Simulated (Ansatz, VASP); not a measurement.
Two plane-wave programs on Cs

```xyz
2
Lattice="5.6075 0.0000 0.0000 -2.8038 4.8563 0.0000 0.0000 0.0000 9.1590" Properties=species:S:1:pos:R:3 pbc="T T T"
Cs    0.0000    3.2375    6.8692
Cs    2.8038    1.6188    2.2897
```

Alike in both runs: task single point; functional r2SCAN; k mesh 10 × 10 × 6; occupations gaussian, width 0.05 eV; no spin polarisation.

```csv
,VASP,Ansatz
version,VASP 6.6.1,Ansatz 0.2.0
potentials or method,"VASP PAW PBE potentials, release 64 (Cs_sv), cutoff 520 eV","scalar-relativistic, plane waves, PAW"
valence electrons in the cell,18,18
```

```tsv
	VASP	Ansatz	Ansatz less VASP
gap on the k mesh at the Fermi level (eV)	none	none	-
pressure (GPa)	0.0	0.0	0.00
```

VASP's potentials were made for PBE, not for r2SCAN. A gap of «none» marks a metal or a gap that the smearing closes.

Neither program's run includes spin-orbit coupling.
